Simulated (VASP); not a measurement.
**Eu: single point with PBEsol**

Eu:

```
Eu
1.0
    -2.28754    2.28754    2.28754
     2.28754   -2.28754    2.28754
     2.28754    2.28754   -2.28754
Eu
1
Direct
  0.00000 0.00000 0.00000
```

| Quantity | Value |
| --- | --- |
| Program | VASP 6.6.1 |
| Task | single point |
| Functional | PBEsol |
| Potentials or basis | VASP PAW PBE potentials, release 64 (Eu) |
| Cutoff | 520 eV |
| k mesh | 8 × 8 × 8 |
| Occupations | fermi-dirac, width 0.05 eV |
| Spin | collinear spin, ferromagnetic start |
| Starting moments | [7.0] μB |

```yaml
Pressure: -2.7 GPa
Net_moment: 7.36 μB per cell
Site_moments: Eu +6.71 μB
Valence_electrons_inside_the_program's_atomic_spheres: Eu 14.68
```

Levels at points of the mesh, in eV from the Fermi level:
Spin up:
```csv
k point,band 8,band 9,band 10,band 11,band 12,band 13,band 14,band 15,band 16,band 17
"(0.00, 0.00, 0.00)",-0.53,-0.40,-0.40,-0.40,-0.36,1.65,1.65,1.65,3.18,3.18
"(0.50, 0.00, 0.00)",-0.50,-0.42,-0.41,-0.40,-0.38,0.43,0.49,3.02,3.69,5.13
"(0.50, 0.50, 0.50)",-0.50,-0.50,-0.50,-0.37,-0.37,-0.37,4.27,4.27,4.27,4.66
```
Spin down:
| k point | band 3 | band 4 | band 5 | band 6 | band 7 | band 8 |
| --- | --- | --- | --- | --- | --- | --- |
| (0.00, 0.00, 0.00) | -18.06 | -18.06 | -3.48 | 2.64 | 2.64 | 2.64 |
| (0.50, 0.00, 0.00) | -18.18 | -18.06 | -0.85 | 1.21 | 1.32 | 3.86 |
| (0.50, 0.50, 0.50) | -18.32 | -18.32 | -0.09 | -0.09 | 3.78 | 3.78 |

Wall time 72 s on 1 thread of AMD EPYC 7R13 Processor (Zen 3), with other jobs on the host, peak memory 0.19 GiB.

Caveat: the PAW data sets were made with another functional, which shifts forces and pressure a little; spin-orbit coupling is left out, which moves the levels of the heavy elements. The state reached can hang on the start; a lower one may exist.
